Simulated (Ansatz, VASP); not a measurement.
**Two plane-wave programs on Sn3GeTe4**

```
Sn Ge Te
1.0
     6.32024    0.00000    0.00000
     0.00000    6.32024    0.00000
     0.00000    0.00000    6.32024
Sn Ge Te
3 1 4
Direct
  0.50000 0.00000 0.50000
  0.00000 0.50000 0.50000
  0.50000 0.50000 0.00000
  0.00000 0.00000 0.00000
  0.50000 0.50000 0.50000
  0.00000 0.50000 0.00000
  0.50000 0.00000 0.00000
  0.00000 0.00000 0.50000
```

Alike in both runs: task single point; functional PBE; k mesh 4 × 4 × 4; occupations gaussian, width 0.2 eV; no spin polarisation.

```csv
,VASP,Ansatz
version,VASP 6.6.1,Ansatz 0.2.0
potentials or method,"VASP PAW PBE potentials, release 64 (Sn_d, Ge_d, Te), cutoff 520 eV","scalar-relativistic, plane waves, PAW"
valence electrons in the cell,80,120
```

|  | VASP | Ansatz | Ansatz less VASP |
| --- | --- | --- | --- |
| gap on the k mesh at the Fermi level (eV) | 0.13 | 0.13 | 0.000 |
| least direct gap on the mesh (eV) | 0.13 | 0.13 | 0.000 |
| pressure (GPa) | -0.2 | -0.2 | +0.02 |

VASP's potentials hold 80 valence electrons a cell and Ansatz's 120, so a difference there can come from the potentials and not from the codes.

Neither program's run includes spin-orbit coupling.
